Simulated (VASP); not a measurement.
A run of VASP 6.6.1 is set up as follows.

Contents of INCAR:

```
SYSTEM = TiWO5
PREC     = Accurate       ! precision mode
ENCUT    = 520            ! plane-wave cutoff, eV
EDIFF    = 1E-6           ! SCF threshold, eV
ISMEAR   = -1             ! smearing method
SIGMA    = 0.3275         ! smearing width, eV
LREAL    = Auto         
LASPH    = .True.         ! aspherical terms in the spheres
NELM     = 60             ! most SCF steps
ALGO     = Normal         ! electronic algorithm
ISIF     = 2              ! what is computed and relaxed
LWAVE    = .False.        ! write WAVECAR
LCHARG   = .True.         ! write CHGCAR
GGA      = PE             ! functional
LELF     = .True.         ! ELF
LVHAR    = .True.       
NBANDS   = 100            ! bands
ISYM     = 0
```

KPOINTS

```
Automatic mesh
0
Gamma
  1 1 1
  0 0 0
```

The input POSCAR:

```
TiWO5
1.0
    6.8352020000      0.2165210000     -0.0414970000
    0.2165210000      6.5964430000     -0.0725360000
   -0.0414970000     -0.0725360000      6.4352090000
Ti O W
3 15 3
Direct
    0.9303336954      0.5133553931      0.9260418433
    0.5818479691      0.8593114265      0.9641991362
    0.3893988684      0.6366282350      0.4583778632
    0.4155162865      0.7756911493      0.7116942453
    0.7378666676      0.2851943554      0.7978236777
    0.2475940404      0.4812039971      0.7646830154
    0.3926602515      0.8249480963      0.3102085197
    1.0458164685      0.1979553942      0.4549561853
    0.1203242317      0.0459844202      0.8472665955
    0.4758465903      1.1109232083      1.0112964679
    0.4473027168      0.5089112909      1.1427670974
    0.4658499160      1.1043441812      0.5849334627
    0.7173439317      0.7566474619      1.1870916394
    0.6162593573      0.4552170406      0.5709627361
    0.0852810304      0.5100608818      0.1136217461
    0.8077572326      0.7523839836      0.8436702563
    1.0773874852      0.7690287232      0.4809495101
    0.6540739974      0.2104576194      0.2893797020
    0.7430816570      0.2050698033      0.5308130012
    0.4916375911      0.3531037349      0.9052129026
    0.2121090442     -0.0244224891      0.5917820819
```

Potentials or basis: VASP PAW PBE potentials, release 64 (Ti_sv, O, W_sv).

Launch:

```sh
$ cat potpaw_PBE.64/Ti_sv/POTCAR potpaw_PBE.64/O/POTCAR potpaw_PBE.64/W_sv/POTCAR > POTCAR
$ mpirun -np 1 vasp_gam > vasp.out
```

Q: Estimate the largest force.

A: 10.103 eV/Å.

Q: What does it give for the band gap on the k mesh?

A: 1.06 eV.

Q: Predict the pressure.

A: 8.5 GPa.

Forces in eV/Å, atoms in the order of the input:
```
Ti   0.862 -0.312 -1.592
Ti   2.092 -4.103  2.327
Ti  -0.739 -6.668  0.965
O    0.681  0.126  0.854
O    4.397 -0.813  9.060
O    1.882 -2.878  0.814
O   -0.175  4.881 -2.075
O   -2.129 -1.170  1.588
O    0.353 -0.989 -2.164
O   -1.432  0.296  0.021
O    1.208 -1.796 -2.439
O    1.656  0.833  1.187
O   -0.949  0.412 -1.091
O   -1.793  3.960 -1.971
O    0.231  0.273  2.257
O    0.157  1.136 -1.540
O    1.363 -0.059  1.231
O   -0.073  0.467 -3.514
W    2.751 -3.419 -5.127
W   -7.373  5.349 -0.280
W   -2.971  4.471  1.489
```

Caveat: the k points lie up to 0.98 Å⁻¹ apart; spin-orbit coupling is left out, which moves the levels of the heavy elements.
